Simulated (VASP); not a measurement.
The system is AlP (kk07).

```
Al P
1.0
     0.00000    2.73648    2.73648
     2.73648    0.00000    2.73648
     2.73648    2.73648    0.00000
Al P
1 1
Direct
  0.00000 0.00000 0.00000
  0.25000 0.25000 0.25000
```

* Program: VASP 6.6.1
* Task: relaxation of cell and atoms
* Functional: LDA
* Potentials or basis: VASP PAW LDA potentials, release 64 (Al, P)
* Cutoff: 500 eV
* k mesh: 12 × 12 × 12
* Occupations: gaussian, width 0.02 eV
* Spin: no spin polarisation

At the start: pressure -1.8 GPa; volume 20.49 Å³/atom.

Task: Where does the relaxation end?

Result: Over 3 steps the energy falls by 2.4 meV/atom and the volume is 20.07 Å³/atom (-2.1 %); space group F-43m (No. 216, to 0.05 Å).

Step by step:
```
step  energy change (eV)  largest force (eV/Å)  pressure (GPa)  volume (Å³)
   1              0.0000                0.0000           -1.81        40.98
   2             -0.0030                0.0000            1.18        39.62
   3             -0.0049                0.0000            0.00        40.13
```

Final structure:
```
Al P
1.0
     0.00000    2.71745    2.71745
     2.71745    0.00000    2.71745
     2.71745    2.71745    0.00000
Al P
1 1
Direct
  0.00000 0.00000 0.00000
  0.25000 0.25000 0.25000
```
